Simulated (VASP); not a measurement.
A run of VASP 6.6.1 is set up as follows.

The input INCAR:

```
SYSTEM = TiAl
ALGO     = Fast           ! electronic algorithm
EDIFF    = 1E-7           ! SCF threshold, eV
EDIFFG   = -0.01          ! ionic threshold
ENCUT    = 600            ! plane-wave cutoff, eV
GGA      = RP             ! functional
IBRION   = 2              ! ionic algorithm
ISIF     = 3              ! what is computed and relaxed
ISMEAR   = -1             ! smearing method
LASPH    = .TRUE.         ! aspherical terms in the spheres
LCHARG   = .FALSE.        ! write CHGCAR
LREAL    = .FALSE.        ! projectors in reciprocal space
LWAVE    = .FALSE.        ! write WAVECAR
NELM     = 100            ! most SCF steps
NSW      = 60             ! ionic steps
PREC     = Accurate       ! precision mode
SIGMA    = 0.05           ! smearing width, eV
```

The input KPOINTS:

```
k-points
0
G
  11 11 6
  0 0 0
```

POSCAR

```
TiAl
1.0
    2.8672622327      0.0000000000      0.0000000000
   -1.4336311163      2.4831219328      0.0000000000
    0.0000000000      0.0000000000      4.6780830000
Ti Al
1 1
Direct
    0.0000000000      0.0000000000      0.0000000000
    0.3333333333      0.6666666667      0.5000000000
```

Potentials or basis: VASP PAW PBE potentials, release 64 (Ti_sv, Al).

Launch:

```console
$ cat potpaw_PBE.64/Ti_sv/POTCAR potpaw_PBE.64/Al/POTCAR > POTCAR
$ mpirun -np 1 vasp_std > vasp.out
```

What does it give for the relaxed volume?

17.11 Å³/atom.

Predict the space group after relaxing (to 0.1 Å).

P-6m2 (No. 187).

Predict the relaxed cell.

a = 2.910 Å, b = 2.910 Å, c = 4.665 Å, α = 90.00°, β = 90.00°, γ = 120.00°.

What does it give for the band gap on the k mesh?

Zero (an odd number of electrons rules out a gap without spin polarisation).

Step by step:
```tsv
step	energy change (eV)	largest force (eV/Å)	pressure (GPa)	volume (Å³)
1	0.0000	0.0000	2.63	33.31
2	-0.0071	0.0000	-1.30	34.64
3	-0.0084	0.0000	-0.25	34.25
4	-0.0095	0.0000	-0.10	34.22
5	-0.0097	0.0000	-0.01	34.21
```

Caveat: the PAW data sets were made with another functional, which shifts forces and pressure a little.
